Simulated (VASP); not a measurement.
The system is Ag.

```
Ag
1.0
     2.91113    0.00000    0.00000
    -1.45557    2.52111    0.00000
     0.00000    0.00000    9.46371
Ag
4
Direct
  0.00000 0.00000 0.00000
  0.00000 0.00000 0.50000
  0.33333 0.66667 0.25000
  0.66667 0.33333 0.75000
```

This isn't the form of Ag at room conditions, which is fcc.

- Program: VASP 6.6.1
- Task: relaxation of cell and atoms
- Functional: PBE
- Dispersion: D3(BJ)
- Potentials or basis: VASP PAW PBE potentials, release 64 (Ag)
- Cutoff: 600 eV
- k mesh: 18 × 18 × 6
- Occupations: gaussian, width 0.1 eV
- Spin: no spin polarisation

At the start: pressure -2.8 GPa; volume 17.36 Å³/atom.

Task: Where does the relaxation end?

Result: Over 10 steps the energy falls by 4.6 meV/atom and the volume is 16.87 Å³/atom (-2.8 %); space group P6_3/mmc (No. 194, to 0.1 Å) before and after.

Step by step:
```
step  energy change (eV)  largest force (eV/Å)  pressure (GPa)  volume (Å³)
   1              0.0000                0.0000           -2.82        69.46
   2             -0.0119                0.0000            1.92        66.43
   3             -0.0182                0.0000            0.31        67.50
   4             -0.0180                0.0000           -0.18        67.68
   5             -0.0181                0.0000           -0.15        67.60
   6             -0.0182                0.0000           -0.06        67.55
   7             -0.0183                0.0000           -0.05        67.55
   8             -0.0184                0.0000           -0.05        67.56
   9             -0.0184                0.0000           -0.05        67.56
  10             -0.0184                0.0000            0.03        67.50
```

Final structure:
```yaml
crystal:
  lattice:
    - [2.87847, 0.00000, 0.00000]
    - [-1.43923, 2.49283, 0.00000]
    - [0.00000, 0.00000, 9.40680]
  atoms:
    - { symbol: Ag, position: [0.00000, 0.00000, 0.00000] }
    - { symbol: Ag, position: [0.00000, 0.00000, 0.50000] }
    - { symbol: Ag, position: [0.33333, 0.66667, 0.25000] }
    - { symbol: Ag, position: [0.66667, 0.33333, 0.75000] }
```
